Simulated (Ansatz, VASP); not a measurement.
# One calculation of C, two programs

```
C
1.0
     2.45778    0.00000    0.00000
    -1.22889    2.12850    0.00000
     0.00000    0.00000    3.54849
C
2
Cartesian
  0.0000 1.4190 0.0000
  1.2289 0.7095 0.0000
```

Alike in both runs: functional PBEsol; dispersion D3(BJ); k mesh 13 × 13 × 4; occupations fermi-dirac, width 0.1 eV; no spin polarisation.

Ansatz relaxed the structure, and its values are those at the end. VASP's run is a single point on that final structure, the one shown.

|  | VASP | Ansatz |
| --- | --- | --- |
| version | VASP 6.6.1 | Ansatz 0.2.0 |
| potentials or method | VASP PAW PBE potentials, release 64 (C), cutoff 600 eV | plane waves, PAW |
| valence electrons in the cell | 8 | 8 |

Ansatz gave:

| Property | Result |
| --- | --- |
| pressure (GPa) | 0.0 |

Estimate VASP's values.

pressure (GPa): 0.2.

VASP's potentials were made for PBE, not for PBEsol.

The k mesh is coarse, so the values compare programs but aren't converged.
